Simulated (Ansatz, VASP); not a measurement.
Gd: VASP beside Ansatz

Contents of INCAR:

```
PREC     = Accurate       # precision mode
ENCUT    = 520            # plane-wave cutoff, eV
EDIFF    = 1E-6           # SCF threshold, eV
ISMEAR   = -1             # smearing method
SIGMA    = 0.08           # smearing width, eV
LREAL    = F              # projectors in reciprocal space
LASPH    = T              # aspherical terms in the spheres
NELM     = 150            # most SCF steps
ALGO     = Normal         # electronic algorithm
ISIF     = 2              # what is computed and relaxed
LWAVE    = F              # write WAVECAR
LCHARG   = F              # write CHGCAR
ISPIN    = 2              # spin polarisation
MAGMOM   = 7              # initial moments
LORBIT   = 11             # projections on sites
LMAXMIX  = 6              # l up to which the mixer works
GGA      = PE             # functional
NBANDS   = 19             # bands
```

File KPOINTS:

```
Automatic mesh
0
Gamma
  13 13 13
```

File POSCAR:

```
Gd
1.0
    2.4700179031      0.0000000000      0.0000000000
    0.0000000000      2.4700179031      0.0000000000
    0.0000000000      0.0000000000      2.4700179031
Gd
1
Direct
    0.0000000000      0.0000000000      0.0000000000
```

Input for Ansatz:

```yaml
crystal:
  lattice:
    - [2.4700179031, 0.0, 0.0]
    - [0.0, 2.4700179031, 0.0]
    - [0.0, 0.0, 2.4700179031]
  atoms:
    - { symbol: Gd, position: [0.0, 0.0, 0.0], spin: 7.0 }
magnetization:
  spin_polarized: true
kpoints:
  mp_grid: { grid: [13, 13, 13] }
scf:
  occupations: { method: fermi_dirac, width: 0.08 }
hamiltonian:
  xc: pbe
  pseudopotentials: { kind: all_electron, datasets: crystal }
output:
  forces: true
  stress: true
  eigenvalues: true
```

Change from the starting cell: volume scaled by 0.43, crystal datasets.

Alike in both runs: task single point; functional PBE; k mesh 13 × 13 × 13; occupations fermi-dirac, width 0.08 eV; collinear spin.

|  | VASP | Ansatz |
| --- | --- | --- |
| version | VASP 6.6.1 | Ansatz 0.2.0 |
| potentials or method | VASP PAW PBE potentials, release 64 (Gd), cutoff 520 eV | all-electron PAW with datasets made for the crystal, scalar-relativistic |

|  | VASP | Ansatz | Ansatz less VASP |
| --- | --- | --- | --- |
| pressure (GPa) | 92.2 | 89.7 | -2.49 |
| net moment per atom (μB) | 6.38 | 6.36 | -0.014 |
| size of the moment on the site where the two differ most (μB) | 6.25 | 6.31 | +0.061 |

Site moments also hang on the region over which each program counts them. Both programs put the cell under a high pressure, so it lies far from rest at this level. Ansatz ran all-electron here, and VASP with PAW potentials.

Spin-orbit coupling is off throughout. Noted on VASP's run: the cell as given lies far from equilibrium.
